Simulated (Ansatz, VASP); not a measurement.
# Sc: VASP beside Ansatz

INCAR

```
ALGO = Normal
EDIFF = 1E-6
ENCUT = 520
ISIF = 2
ISMEAR = -1
ISPIN = 2
LASPH = True
LCHARG = False
LMAXMIX = 4
LORBIT = 11
LREAL = False
LWAVE = False
MAGMOM = 1 1
NBANDS = 22
NELM = 150
PREC = Accurate
SIGMA = 0.05
```

File KPOINTS:

```
k-points
0
Gamma
  18 18 11
```

The input POSCAR:

```
Sc
1.0
    3.2280843683      0.0000000000      0.0000000000
   -1.6140421842      2.7956030685      0.0000000000
    0.0000000000      0.0000000000      4.9887837251
Sc
2
Direct
    0.3333333333      0.6666666667      0.2500000000
    0.6666666667      0.3333333333      0.7500000000
```

Input for Ansatz:

```yaml
crystal:
  lattice:
    - [3.2280843683, 0.0, 0.0]
    - [-1.6140421842, 2.7956030685, 0.0]
    - [0.0, 0.0, 4.98878373]
  atoms:
    - { symbol: Sc, position: [0.3333333333, 0.6666666667, 0.25], spin: 1.0 }
    - { symbol: Sc, position: [0.6666666667, 0.3333333333, 0.75], spin: 1.0 }
hamiltonian:
  xc: lda
  pseudopotentials:
    kind: paw
    azcp:
      Sc: "pseudopotentials/Sc.paw.azcp"
basis:
  ecutwfc: 420
  fft_grid_basis: typed
kpoints:
  mp_grid: { grid: [18, 18, 11], shift: [0, 0, 0] }
magnetization:
  spin_polarized: true
scf:
  occupations: { method: fermi_dirac, width: 0.05 }
```

Alike in both runs: task single point; functional LDA; k mesh 18 × 18 × 11; occupations fermi-dirac, width 0.05 eV; collinear spin.

```csv
,VASP,Ansatz
version,VASP 6.6.1,Ansatz 0.2.0
potentials or method,"VASP PAW LDA potentials, release 64 (Sc_sv), cutoff 520 eV","plane waves (420 eV) with PAW, scalar-relativistic"
valence electrons in the cell,22,22
```

```csv
,VASP,Ansatz,Ansatz less VASP
net moment per atom (μB),0.00,0.00,0.000
```

Ansatz warns that its potentials were made for another functional, while VASP's fit it. LDA's correlation is that of Perdew and Zunger in VASP and of Perdew and Wang (1992) in Ansatz. Ansatz's warnings: seeded moment not kept.
